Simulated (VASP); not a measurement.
A run of VASP 6.6.1 is set up as follows.

The input INCAR:

```
  PREC = Accurate
  ENCUT = 520
  EDIFF = 1E-6
  ISMEAR = 0
  SIGMA = 0.1
  LREAL = Auto
  LASPH = T
  NELM = 80
  ALGO = Normal
  ISIF = 2
  LWAVE = F
  LCHARG = F
  LDIPOL = T
  IDIPOL = 3
  DIPOL = 0.5 0.5 0.432
  GGA = PE
  IVDW = 12
  NBANDS = 110
```

Contents of KPOINTS:

```
Automatic mesh
0
Gamma
  4 4 1
```

The input POSCAR:

```
Ti
1.0
    5.7102790035      0.0000000000      0.0000000000
    0.0000000000      5.7102790035      0.0000000000
    0.0000000000      0.0000000000     25.5856655087
Ti
16
Direct
    0.2500000000      0.2500000000      0.3126750796
    0.2500000000      0.7500000000      0.3126750796
    0.7500000000      0.2500000000      0.3126750796
    0.7500000000      0.7500000000      0.3126750796
    0.5000000000      0.5000000000      0.3915820951
    0.5000000000      0.0000000000      0.3915820951
    0.0000000000      0.5000000000      0.3915820951
    0.0000000000      0.0000000000      0.3915820951
    0.7500000000      0.7500000000      0.4697721657
    0.7500000000      0.2500000000      0.4738247930
    0.2500000000      0.7500000000      0.4738247930
    0.2500000000      0.2500000000      0.4741610413
    0.0036436278      0.0036436278      0.5513360180
    0.0036436278      0.4963563722      0.5513360180
    0.4963563722      0.0036436278      0.5513360180
    0.4963563722      0.4963563722      0.5513360180
```

Potentials or basis: VASP PAW PBE potentials, release 64 (Ti_sv).

Command:

```bash
$ cat potpaw_PBE.64/Ti_sv/POTCAR > POTCAR
$ mpirun -np 1 vasp_std > vasp.out
```

Question: Estimate the largest force.

Answer: 0.942 eV/Å.

Question: Estimate the dispersion energy per atom.

Answer: -0.443 eV.

Forces in eV/Å, atoms in the order of the input:
```
Ti   0.000  0.000  0.400
Ti   0.000  0.000  0.478
Ti   0.000  0.000  0.478
Ti   0.000  0.000  0.516
Ti  -0.022 -0.022 -0.517
Ti  -0.022  0.022 -0.517
Ti   0.022 -0.022 -0.517
Ti   0.022  0.022 -0.517
Ti   0.000  0.000  0.942
Ti   0.000  0.000  0.337
Ti   0.000  0.000  0.337
Ti   0.000  0.000  0.201
Ti  -0.152 -0.152 -0.406
Ti  -0.152  0.152 -0.406
Ti   0.152 -0.152 -0.406
Ti   0.152  0.152 -0.406
```
